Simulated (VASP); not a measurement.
Here is a VASP 6.6.1 calculation.

The input INCAR:

```
PREC = Accurate
ENCUT = 500
EDIFF = 1E-6
ISMEAR = 0
SIGMA = 0.01
LREAL = False
LASPH = True
NELM = 200
ALGO = Normal
ISIF = 2
LWAVE = False
LCHARG = False
MAGMOM = 0 0 0 0 0 0
LORBIT = 11
LSORBIT = True
GGA_COMPAT = False
LORBMOM = True
NBANDS = 28
```

KPOINTS

```
regular mesh
0
Gamma
  6 6 6
```

The input POSCAR:

```
CsCl
1.0
    3.9692272329      0.0000000000      0.0000000000
    0.0000000000      3.9692272329      0.0000000000
    0.0000000000      0.0000000000      3.9493810967
Cs Cl
1 1
Direct
    0.0000000000      0.0000000000      0.0000000000
    0.5000000000      0.5000000000      0.5000000000
```

Potentials or basis: VASP PAW LDA potentials, release 64 (Cs_sv, Cl).

The run is started by

```console
$ cat potpaw_LDA.64/Cs_sv/POTCAR potpaw_LDA.64/Cl/POTCAR > POTCAR
$ mpirun -np 1 vasp_ncl > vasp.out
```

**Question.** Estimate the net moment.

**Answer.** 0.00 μB per cell.

**Question.** Predict the pressure.

**Answer.** 0.2 GPa.

Moments on the atoms (μB; x, y, z):
```
Cs  0.00 0.00 0.00
Cl  0.00 0.00 0.00
```

Caveat: the cell differs from its parent crystal (z stretched by -0.5 %, x and y held).
